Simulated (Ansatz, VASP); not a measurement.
# Ga: VASP beside Ansatz

The input INCAR:

```
SYSTEM = Ga
ALGO = Normal
EDIFF = 1E-6
ENCUT = 520
GGA = PE
ISIF = 2
ISMEAR = -1
LASPH = .True.
LCHARG = .False.
LREAL = .False.
LWAVE = .False.
NBANDS = 20
NELM = 80
PREC = Accurate
SIGMA = 0.08
```

The input KPOINTS:

```
k-points
0
Gamma
  12 12 10
  0 0 0
```

Contents of POSCAR:

```
Ga
1.0
    1.4784385925     -4.1447261232      0.0000000000
    1.4784385925      4.1447261232      0.0000000000
    0.0000000000      0.0000000000      3.2321726471
Ga
2
Direct
    0.8670000000      0.1330000000      0.2500000000
    0.1330000000      0.8670000000      0.7500000000
```

Input for Ansatz:

```yaml
crystal:
  lattice:
    - [1.4784385925, -4.1447261232, 0.0]
    - [1.4784385925, 4.1447261232, 0.0]
    - [0.0, 0.0, 3.2321726471]
  atoms:
    - { symbol: Ga, position: [0.867, 0.133, 0.25] }
    - { symbol: Ga, position: [0.133, 0.867, 0.75] }
kpoints:
  mp_grid: { grid: [12, 12, 10] }
  band_path:
    path:
      - [0.0, 0.0, 0.0]
      - [-0.5, 0.5, 0.0]
      - [-0.2818093587, 0.7181906413, 0.0]
      - [0.2818093587, 0.2818093587, 0.0]
      - [0.0, 0.0, 0.0]
      - [0.0, 0.0, 0.5]
      - [0.2818093587, 0.2818093587, 0.5]
      - [-0.2818093587, 0.7181906413, 0.5]
      - [-0.5, 0.5, 0.5]
    npoints: 5
scf:
  occupations: { method: fermi_dirac, width: 0.08 }
hamiltonian:
  xc: pbe
  pseudopotentials: { kind: all_electron, lapw: { basis_error: 0.001 } }
output:
  forces: true
  stress: true
  eigenvalues: true
```

Change from the starting cell: volume scaled by 1.06.

Alike in both runs: task single point; functional PBE; k mesh 12 × 12 × 10; occupations fermi-dirac, width 0.08 eV; no spin polarisation.

|  | VASP | Ansatz |
| --- | --- | --- |
| version | VASP 6.6.1 | Ansatz 0.2.0 |
| potentials or method | VASP PAW PBE potentials, release 64 (Ga_d), cutoff 520 eV | all-electron LAPW, scalar-relativistic |

VASP gave:

```
pressure (GPa)                                                : -1.2
traceless stress, the component that is largest in VASP (GPa) : -1.90
rms of the force components (eV/Å)                            : 0.096
```

Task: Estimate Ansatz's values.

Result: Pressure (GPa): -1.1; traceless stress, the component that is largest in VASP (GPa): -1.89; rms of the force components (eV/Å): 0.095.

Atom by atom the forces differ by 0.001 eV/Å (rms over components). Ansatz ran all-electron here, and VASP with PAW potentials.
